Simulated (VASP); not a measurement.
# SnO2 (Imma) in VASP: single point with r2SCAN

Aim: the single point of SnO2 with r2SCAN.

Program: VASP 6.6.1. These are calculated values, not measurements. Logs are shortened: lines on timing, memory, paths and dates and some standing lists are left out, and cuts for length are marked.

## 1. The cell of the first run

Symmetry: Imma, No. 74, orthorhombic system. The conventional cell has a = 3.999 Å, b = 4.349 Å, c = 10.204 Å, α = 90.00°, β = 90.00°, γ = 90.00°. Sn (site symmetry mm2) has 6 O at 2.05 to 2.23 Å within 2.7 Å. O (site symmetry mm2) has 3 Sn at 2.05 to 2.08 Å and 2 O at 2.56 Å within 2.7 Å. Within 2.8 Å of O (site symmetry mm2) lie 3 Sn at 2.08 to 2.23 Å and 2 O at 2.70 Å.

## 2. Single point, r2SCAN (strain +0.0875 x Voigt [0, 1, 0, 0, 0, 0])

Contents of POSCAR:

```
SnO2
1.0
   -1.9995434671      2.1745035205      5.1020851544
    1.9995434671     -2.1745035205      5.1020851544
    1.9995434671      2.1745035205     -5.1020851544
Sn O
2 4
Direct
    0.7500000000      0.2500000000      0.5000000000
    0.0000000000      0.0000000000      0.0000000000
    0.7963663280      0.7963663280      0.0000000000
    0.9536336720      0.4536336720      0.5000000000
    0.2036336720      0.2036336720      0.0000000000
    0.5463663280      0.0463663280      0.5000000000
```

Contents of INCAR.step1:

```
PREC = Accurate
ENCUT = 520
ISMEAR = 0
SIGMA = 0.05
LREAL = False
LASPH = True
NELM = 80
NBANDS = 35
GGA = PE
ALGO = Normal
EDIFF = 1E-4
LWAVE = True
LCHARG = False
```

Contents of INCAR.step2:

```
PREC = Accurate
ENCUT = 520
EDIFF = 1E-6
ISMEAR = 0
SIGMA = 0.05
LREAL = False
LASPH = True
NELM = 80
ALGO = Normal
ISIF = 2
LWAVE = False
LCHARG = False
METAGGA = R2SCAN
LMIXTAU = True
NBANDS = 35
ISTART = 1
```

Contents of KPOINTS:

```
Automatic mesh
0
Gamma
  10 10 10
```

Potentials or basis: VASP PAW PBE potentials, release 64 (Sn_d, O).

The run is started by

```sh
$ cat potpaw_PBE.64/Sn_d/POTCAR potpaw_PBE.64/O/POTCAR > POTCAR
$ cp INCAR.step1 INCAR
$ mpirun -np 1 vasp_std > vasp.out
$ cp INCAR.step2 INCAR
$ mpirun -np 1 vasp_std > vasp.out
```

OUTCAR:

```text
PREC = Accurate
   ENCUT = 520
   EDIFF = 1E-6
   ISMEAR = 0
   LREAL = False
   LASPH = True
   NELM = 80
   ISIF = 2
   METAGGA = R2SCAN
   ISTART = 1

 ion  position               nearest neighbor table
   1  0.750  0.250  0.500-   3 2.05   3 2.05   6 2.08   4 2.08   5 2.23   5 2.23   2 3.24   2 3.24
                             2 3.35   2 3.35
   2  0.000  0.000  0.000-   4 2.05   4 2.05   5 2.08   3 2.08   6 2.23   6 2.23   1 3.24   1 3.24
                             1 3.35   1 3.35
   3  0.796  0.796  0.000-   1 2.05   1 2.05   2 2.08
   4  0.954  0.454  0.500-   2 2.05   2 2.05   1 2.08
   5  0.204  0.204  0.000-   2 2.08   1 2.23   1 2.23
   6  0.546  0.046  0.500-   1 2.08   2 2.23   2 2.23

  LATTYP: Found a body centered orthorhombic cell.
 ALAT       =     3.9990869342
 B/A-ratio  =     1.0875000000
 C/A-ratio  =     2.5516250276

  Lattice vectors:

 A1 = (  -1.9995434671,   2.1745035205,   5.1020851544)
 A2 = (   1.9995434671,  -2.1745035205,   5.1020851544)
 A3 = (   1.9995434671,   2.1745035205,  -5.1020851544)

Analysis of symmetry for initial positions (statically):
=====================================================================
 Subroutine PRICEL returns:
 Original cell was already a primitive cell.

 Routine SETGRP: Setting up the symmetry group for a
 body centered orthorhombic supercell.

 Subroutine GETGRP returns: Found  8 space group operations
 (whereof  4 operations were pure point group operations)
 out of a pool of  8 trial point group operations.

The static configuration has the point symmetry C_2v.
 The point group associated with its full space group is D_2h.

Analysis of symmetry for dynamics (positions and initial velocities):
=====================================================================
 Subroutine PRICEL returns:
 Original cell was already a primitive cell.

 Routine SETGRP: Setting up the symmetry group for a
 body centered orthorhombic supercell.

 Subroutine GETGRP returns: Found  8 space group operations
 (whereof  4 operations were pure point group operations)
 out of a pool of  8 trial point group operations.

The dynamic configuration has the point symmetry C_2v.
 The point group associated with its full space group is D_2h.

 Subroutine INISYM returns: Found  8 space group operations
 (whereof  4 operations are pure point group operations),
 and found     1 'primitive' translations

----------------------------------------------------------------------------------------

                                     Primitive cell

  volume of cell :      88.7358

  direct lattice vectors                    reciprocal lattice vectors
    -1.999543467  2.174503521  5.102085154     0.000000000  0.229937544  0.097999148
     1.999543467 -2.174503521  5.102085154     0.250057080  0.000000000  0.097999148
     1.999543467  2.174503521 -5.102085154     0.250057080  0.229937544  0.000000000

  length of vectors
     5.895584158  5.895584158  5.895584158     0.249950210  0.268574712  0.339705486

  position of ions in fractional coordinates (direct lattice)
     0.750000000  0.250000000  0.500000000
     0.000000000  0.000000000  0.000000000
     0.796366328  0.796366328  0.000000000
     0.953633672  0.453633672  0.500000000
     0.203633672  0.203633672  0.000000000
     0.546366328  0.046366328  0.500000000

  ion indices of the primitive-cell ions
   primitive index   ion index
                 1           1
                 2           2
                 3           3
                 4           4
                 5           5
                 6           6

----------------------------------------------------------------------------------------

 KPOINTS: Automatic mesh

Automatic generation of k-mesh.
 Grid dimensions read from file:
 generate k-points for:   10   10   10

 Generating k-lattice:

  Cartesian coordinates                     Fractional coordinates (reciprocal lattice)
     0.000000000  0.022993754  0.009799915     0.100000000  0.000000000  0.000000000
     0.025005708  0.000000000  0.009799915     0.000000000  0.100000000 -0.000000000
     0.025005708  0.022993754  0.000000000     0.000000000 -0.000000000  0.100000000

  Length of vectors
     0.024995021  0.026857471  0.033970549

  Shift w.r.t. Gamma in fractional coordinates (k-lattice)
     0.000000000  0.000000000  0.000000000

 Subroutine IBZKPT returns following result:
 ===========================================

 Found    171 irreducible k-points:

 Following reciprocal coordinates:
            Coordinates               Weight
  0.000000  0.000000  0.000000      1.000000
  0.100000  0.000000  0.000000      4.000000
  0.200000  0.000000  0.000000      4.000000
  0.300000  0.000000  0.000000      4.000000
  0.400000  0.000000 -0.000000      4.000000
  0.500000 -0.000000  0.000000      2.000000
[... 16 lines left out ...]
 -0.400000  0.200000 -0.000000      8.000000
 -0.300000  0.200000 -0.000000      8.000000
 [... further k-points ...]
   k-points           NKPTS =    171   k-points in BZ     NKDIM =    171   number of bands    NBANDS=     35
   number of dos      NEDOS =    301   number of ions     NIONS =      6
   total plane-waves  NPLWV = 110592
   dimension x,y,z NGX =    48 NGY =   48 NGZ =   48
   dimension x,y,z NGXF=    96 NGYF=   96 NGZF=   96
   ions per type =               2   4
   NGX,Y,Z   is equivalent  to a cutoff of  13.54, 13.54, 13.54 a.u.
   NGXF,Y,Z  is equivalent  to a cutoff of  27.07, 27.07, 27.07 a.u.
 SYSTEM =  unknown system
   PREC   = accura    normal or accurate (medium, high low for compatibility)
   ISTART =      1    job   : 0-new  1-cont  2-samecut
   ICHARG =      0    charge: 1-file 2-atom 10-const
   ISPIN  =      1    spin polarized calculation?
   LNONCOLLINEAR =      F non collinear calculations
   LSORBIT =      F    spin-orbit coupling
   LASPH  =      T    aspherical Exc in radial PAW
   ENCUT  =  520.0 eV  38.22 Ry    6.18 a.u.  10.96 10.96 10.96*2*pi/ulx,y,z
   NELM   =     80;   NELMIN=  2; NELMDL=  0     # of ELM steps
   EDIFF  = 0.1E-05   stopping-criterion for ELM
   LREAL  =      F    real-space projection
   EDIFFG = 0.1E-04   stopping-criterion for IOM
   NSW    =      0    number of steps for IOM
   IBRION =     -1    ionic relax: 0-MD 1-quasi-New 2-CG
   NFREE  =      0    steps in history (QN), initial steepest desc. (CG)
   ISIF   =      2    stress and relaxation
   ISYM   =      2    0-nonsym 1-usesym 2-fastsym
   POTIM  = 0.5000    time-step for ionic-motion
   TEBEG  =    0.0;   TEEND  =   0.0 temperature during run
   PSTRESS=    0.0 pullay stress
   NELECT =      52.0000    total number of electrons
   NUPDOWN=      -1.0000    fix difference up-down
   EMIN   =  10.00;   EMAX   =-10.00  energy-range for DOS
   EFERMI =   0.00;   METHOD = LEGACY
   ISMEAR =     0;   SIGMA  =   0.05  broadening in eV -4-tet -1-fermi 0-gaus
   EFERMI_NEDOS =   21; number of points for ismear=-14 and -15
   IALGO  =     38    algorithm
   IMIX   =      4    mixing-type and parameters
     AMIX     =   0.40;   BMIX     =  1.00
     AMIX_MAG =   1.60;   BMIX_MAG =  1.00
  volume/ion in A,a.u.               =      14.79        99.80
  Fermi-wavevector in a.u.,A,eV,Ry     =   1.369966  2.588860 25.535500  1.876806
  Thomas-Fermi vector in A             =   2.495794
   LORBIT       =      0    0 simple, 1 ext, 2 COOP (PROOUT), +10 PAW based schemes
   METAGGA = R2SCAN    functional components
   LHFCALC =     F    Hartree Fock is set to
   AEXX    =    0.0000 exact exchange contribution
   IVDW    =     0    specifies the selected vdW correction
   LEPSILON=     F    determine dielectric tensor
   LRPA    =     F    only Hartree local field effects (RPA)
 non-spin polarized calculation
 Gauss-broadening in eV      SIGMA  =   0.05
  energy-cutoff  :      520.00
  volume of cell :       88.74
 maximum number of plane-waves:      2414
 NGX is ok and might be reduce to    48
   NGX = 21   NGY = 21   NGZ = 21

 number of electron      52.0000002 magnetization

 Free energy of the ion-electron system (eV)
  ---------------------------------------------------
  ext. energy  EPLUGINS =         0.00000000
  ---------------------------------------------------
  free energy    TOTEN  =       -83.59194928 eV

  energy without entropy =      -83.59194928  energy(sigma->0) =      -83.59194928

 E-fermi :   3.1357     XC(G=0): -10.6112

 val. band max:        2.9184047281   @ k =   0.5000   0.5000   0.5000
 cond. band min:       4.5203983968   @ k =   0.0000   0.0000   0.0000
 fundamental gap:      1.6019936687
 Fermi energy:         3.1356805736

 k-point     1 :       0.0000    0.0000    0.0000
  band No.  band energies     occupation
      1     -18.4579      2.00000
      2     -18.2749      2.00000
      3     -17.8933      2.00000
      4     -17.6037      2.00000
      5     -17.4546      2.00000
      6     -17.4128      2.00000
[... 27 lines left out ...]
     34      15.0333      0.00000
     35      15.8221      0.00000

 k-point     2 :       0.1000    0.0000    0.0000
  band No.  band energies     occupation
      1     -18.4628      2.00000
      2     -18.2691      2.00000
      3     -17.8771      2.00000
      4     -17.6004      2.00000
      5     -17.4560      2.00000
      6     -17.4119      2.00000
[... 27 lines left out ...]
     34      14.9757      0.00000
     35      15.6748      0.00000

 k-point     3 :       0.2000    0.0000    0.0000
  band No.  band energies     occupation
      1     -18.4732      2.00000
      2     -18.2581      2.00000
      3     -17.8325      2.00000
      4     -17.5908      2.00000
      5     -17.4597      2.00000
      6     -17.4096      2.00000
[... 27 lines left out ...]
     34      14.8167      0.00000
     35      15.3477      0.00000
[... 723 lines left out ...]
 k-point    23 :      -0.4000    0.2000   -0.0000
  band No.  band energies     occupation
      1     -18.3542      2.00000
      2     -18.1032      2.00000
      3     -17.7124      2.00000
      4     -17.6123      2.00000
      5     -17.4630      2.00000
      6     -17.3895      2.00000
[... 27 lines left out ...]
     34      14.4730      0.00000
     35      15.2446      0.00000

 k-point    24 :      -0.3000    0.2000   -0.0000
  band No.  band energies     occupation
      1     -18.3460      2.00000
      2     -18.1019      2.00000
      3     -17.7421      2.00000
      4     -17.6659      2.00000
      5     -17.4566      2.00000
      6     -17.3980      2.00000
[... 27 lines left out ...]
     34      14.4690      0.00000
     35      15.0170      0.00000

 [... further k-points ...]

------------------------ aborting loop because EDIFF is reached ----------------------------------------

  FORCE on cell =-STRESS in cart. coord.  units (eV):
  Direction    XX          YY          ZZ          XY          YZ          ZX
  --------------------------------------------------------------------------------------
  -------------------------------------------------------------------------------------
  Total       -0.1843897    -11.5521779     -4.0590555      0.0000000      0.0000000      0.0000000
  in kB       -3.3292666   -208.5815021    -73.2886816      0.0000000      0.0000000      0.0000000
  external PRESSURE =     -95.0664834 kB  Pullay stress =       0.0000000 kB

 VOLUME and BASIS-vectors are now :
 -----------------------------------------------------------------------------
  energy-cutoff  :      520.00
  volume of cell :       88.74
      direct lattice vectors                 reciprocal lattice vectors
    -1.999543467  2.174503521  5.102085154     0.000000000  0.229937544  0.097999148
     1.999543467 -2.174503521  5.102085154     0.250057080  0.000000000  0.097999148
     1.999543467  2.174503521 -5.102085154     0.250057080  0.229937544  0.000000000

 POSITION                                       TOTAL-FORCE (eV/Angst)
 -----------------------------------------------------------------------------------
      0.00000      2.17450      2.55104        -0.000000      0.000000     -1.521648
      0.00000      0.00000      0.00000         0.000000     -0.000000      1.521648
      0.00000      0.00000      8.12626        -0.000000     -0.000000      0.119348
      0.00000      2.17450      4.62896         0.000000      0.000000     -0.119348
      0.00000      0.00000      2.07791        -0.000000     -0.000000     -0.164364
      0.00000      2.17450      0.47313        -0.000000      0.000000      0.164364
 -----------------------------------------------------------------------------------
    total drift:                               -0.000000     -0.000000      0.000000

  FREE ENERGIE OF THE ION-ELECTRON SYSTEM (eV)
  ---------------------------------------------------
  free  energy   TOTEN  =       -83.5919492794 eV

  energy  without entropy=      -83.5919492794  energy(sigma->0) =      -83.59194928
```

Run time: 1.8 h. Hardware: 1 thread of Oxide Virtual Turin-like, shared host; peak memory 0.6 GiB.

Results:

| Quantity | Value |
| --- | --- |
| Free energy | -83.5919 eV |
| Pressure | -9.5 GPa |
| Largest force | 1.522 eV/Å |
| Band gap on the k mesh | 1.60 eV (least direct gap 1.67 eV) |

Forces in eV/Å, atoms in the order of the input:
```
Sn   0.000  0.000 -1.522
Sn   0.000  0.000  1.522
O    0.000  0.000  0.119
O    0.000  0.000 -0.119
O    0.000  0.000 -0.164
O    0.000  0.000  0.164
```

Stress tensor (GPa, compression positive):
```
 -0.33   0.00   0.00
  0.00 -20.86   0.00
  0.00   0.00  -7.33
```

Caveat: the cell differs from its parent crystal (strain +0.0875 x Voigt [0, 1, 0, 0, 0, 0]); the stress differs along the axes, from -21 to -0 GPa; the PAW data sets were made with another functional, which shifts forces and pressure a little; spin-orbit coupling is left out, which moves the levels of the heavy elements. A k mesh can miss the band edges.
